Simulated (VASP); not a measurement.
A run of VASP 6.6.1:

POSCAR

```
Sb
1.0
    3.0913516215      0.0000000000      0.0000000000
    0.0000000000      3.0913516215      0.0000000000
    0.0000000000      0.0000000000      3.0913516215
Sb
1
Direct
    0.0000000000      0.0000000000      0.0000000000
```

Contents of INCAR.step1:

```
SYSTEM = Sb
PREC = Accurate
ENCUT = 600
ISMEAR = 0
SIGMA = 0.1
LREAL = .FALSE.
LASPH = .TRUE.
NELM = 100
GGA = PE
ALGO = Normal
EDIFF = 1E-4
LWAVE = .TRUE.
LCHARG = .FALSE.
```

The input INCAR.step2:

```
SYSTEM = Sb
PREC = Accurate
ENCUT = 600
EDIFF = 1E-6
ISMEAR = 0
SIGMA = 0.1
LREAL = .FALSE.
LASPH = .TRUE.
NELM = 100
ALGO = Normal
ISIF = 3
LWAVE = .FALSE.
LCHARG = .FALSE.
METAGGA = R2SCAN
LMIXTAU = .TRUE.
IBRION = 2
NSW = 100
EDIFFG = -0.01
ISTART = 1
```

Contents of KPOINTS:

```
Automatic mesh
0
G
  18 18 18
  0 0 0
```

Potentials or basis: VASP PAW PBE potentials, release 64 (Sb).

Launch:

```sh
$ cat potpaw_PBE.64/Sb/POTCAR > POTCAR
$ cp INCAR.step1 INCAR
$ mpirun -np 1 vasp_std > vasp.out
$ cp INCAR.step2 INCAR
$ mpirun -np 1 vasp_std > vasp.out
```

Hardware: 1 thread of AMD EPYC 9R45 (Zen 5), on a shared host.

Problem. How long does it take, and how much memory?

Solution. It took 3.2 min on 1 thread of AMD EPYC 9R45 (Zen 5), with other jobs on the host, peak memory 0.18 GiB. Counts: k points 220, ion steps 3.
